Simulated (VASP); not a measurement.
Runs of VASP 6.6.1 on MgO (Periclase). The structure is that of space group Fm-3m (No. 225), or close to it. The cells are those of the table. 

```tsv
level	cell	cutoff (eV)	gap on the mesh (eV)	pressure (GPa)
r2SCAN	a = 3.002 Å, angles 60.0°, 2 atoms	660	5.37	-6.0
PBE	a = 3.008 Å, angles 60.0°, 2 atoms	600	(c)	-1.0
PBE	a = 2.977 Å, angles 60.0°, 2 atoms	600	4.74	3.9
r2SCAN	a = 2.912 Å, angles 60.0°, 2 atoms	660	(a)	10.3
r2SCAN	a = 3.031 Å, angles 60.0°, 2 atoms	660	5.09	(d)
r2SCAN	a = 2.943 Å, angles 60.0°, 2 atoms	520	5.98	4.3
PBE	a = 3.038 Å, angles 60.0°, 2 atoms	600	4.17	(b)
PBE	a = 3.067 Å, angles 60.0°, 2 atoms	600	3.92	-8.7
```

Alike in all rows: task single point; potentials or basis VASP PAW PBE potentials, release 64 (Mg, O); no spin polarisation; k mesh 8 × 8 × 8; smearing gaussian 0.01 eV.

Q: Fill in the values left out.

A: (a) 6.32; (b) -5.2; (c) 4.45; (d) -10.0.

Caveats: the PAW data sets were made with another functional, which shifts forces and pressure a little (some runs).

